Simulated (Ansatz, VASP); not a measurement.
# Ir in VASP and in Ansatz

The input INCAR:

```
PREC     = Accurate       # precision mode
ENCUT    = 520            # plane-wave cutoff, eV
EDIFF    = 1E-6           # SCF threshold, eV
ISMEAR   = -1             # smearing method
SIGMA    = 0.1            # smearing width, eV
LREAL    = False          # projectors in reciprocal space
LASPH    = True           # aspherical terms in the spheres
NELM     = 60             # most SCF steps
ALGO     = Normal         # electronic algorithm
ISIF     = 2              # what is computed and relaxed
LWAVE    = False          # write WAVECAR
LCHARG   = False          # write CHGCAR
GGA      = PS             # functional
NBANDS   = 16             # bands
```

KPOINTS

```
Automatic mesh
0
Gamma
  12 12 7
```

File POSCAR:

```
Ir
1.0
    2.7141946308      0.0000000000      0.0000000000
   -1.3570973154      2.3505565929      0.0000000000
    0.0000000000      0.0000000000      4.4019813909
Ir
2
Direct
    0.6666666667      0.3333333333      0.7500000000
    0.3333333333      0.6666666667      0.2500000000
```

Input for Ansatz:

```yaml
crystal:
  lattice:
    - [2.714194630828548, 0.0, 0.0]
    - [-1.357097315414274, 2.350556592892669, 0.0]
    - [0.0, 0.0, 4.401981390865646]
  atoms:
    - { symbol: Ir, position: [0.6666666666666666, 0.3333333333333333, 0.75] }
    - { symbol: Ir, position: [0.3333333333333333, 0.6666666666666666, 0.25] }
basis:
  ecutwfc: 550.0
kpoints:
  mp_grid:
    grid: [12, 12, 7]
hamiltonian:
  xc: pbesol
scf:
  occupations:
    method: fermi_dirac
output:
  stress: true
```

Alike in both runs: task single point; functional PBEsol; k mesh 12 × 12 × 7; no spin polarisation.

|  | VASP | Ansatz |
| --- | --- | --- |
| version | VASP 6.6.1 | Ansatz 0.2.0 |
| potentials or method | VASP PAW PBE potentials, release 64 (Ir), cutoff 520 eV | plane waves, PAW |
| occupations | fermi-dirac, width 0.1 eV | fermi-dirac |
| valence electrons in the cell | 18 | 34 |

VASP gave:

- pressure (GPa): 3.1
- traceless stress, the component that is largest in VASP (GPa): 0.60

Problem. Estimate Ansatz's values.

Solution. Pressure (GPa): 2.1; traceless stress, the component that is largest in VASP (GPa): 0.57.

VASP's potentials were made for PBE, not for PBEsol. VASP's potentials hold 18 valence electrons a cell and Ansatz's 34, so a difference there can come from the potentials and not from the codes. Ansatz's warnings: structure snapped to symmetry.

Neither program's run includes spin-orbit coupling.
